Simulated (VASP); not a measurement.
Input of a VASP 6.6.1 run:

The input INCAR:

```
SYSTEM = BaTiO3
  PREC = Accurate
  ENCUT = 520
  EDIFF = 1E-6
  ISMEAR = -1
  SIGMA = 0.08
  LREAL = .False.
  LASPH = .True.
  NELM = 60
  ALGO = Normal
  ISIF = 2
  LWAVE = .False.
  LCHARG = .True.
  GGA = PE
  LELF = .True.
  LVHAR = .True.
  NBANDS = 28
```

File KPOINTS:

```
Automatic mesh
0
Gamma
  7 7 7
  0 0 0
```

The input POSCAR:

```
BaTiO3
1.0
    3.9998000000      0.0000000000      0.0000000000
    0.0000000000      3.9998000000      0.0000000000
    0.0000000000      0.0000000000      3.9778200000
Ba Ti O
1 1 3
Direct
    0.0000000000      0.0000000000      0.0000000000
    0.5000000000      0.5000000000      0.4820000000
    0.5000000000      0.5000000000      0.0160000000
    0.5000000000      0.0000000000      0.5150000000
    0.0000000000      0.5000000000      0.5150000000
```

Potentials or basis: VASP PAW PBE potentials, release 64 (Ba_sv, Ti_sv, O).

Launch:

```sh
$ cat potpaw_PBE.64/Ba_sv/POTCAR potpaw_PBE.64/Ti_sv/POTCAR potpaw_PBE.64/O/POTCAR > POTCAR
$ mpirun -np 1 vasp_std > vasp.out
```

Task: What does it give for the largest force?

Result: 0.244 eV/Å.

Task: Estimate the pressure.

Result: 6.3 GPa.

Task: Estimate the band gap on the k mesh.

Result: 1.89 eV, indirect (least direct gap 2.11 eV).

Forces in eV/Å, atoms in the order of the input:
```
Ba   0.000  0.000 -0.053
Ti   0.000  0.000  0.244
O    0.000  0.000  0.122
O    0.000  0.000 -0.156
O    0.000  0.000 -0.156
```

Caveat: the cell differs from its parent crystal (zz strain of -1 %); spin-orbit coupling is left out, which moves the levels of the heavy elements. A k mesh can miss the band edges.
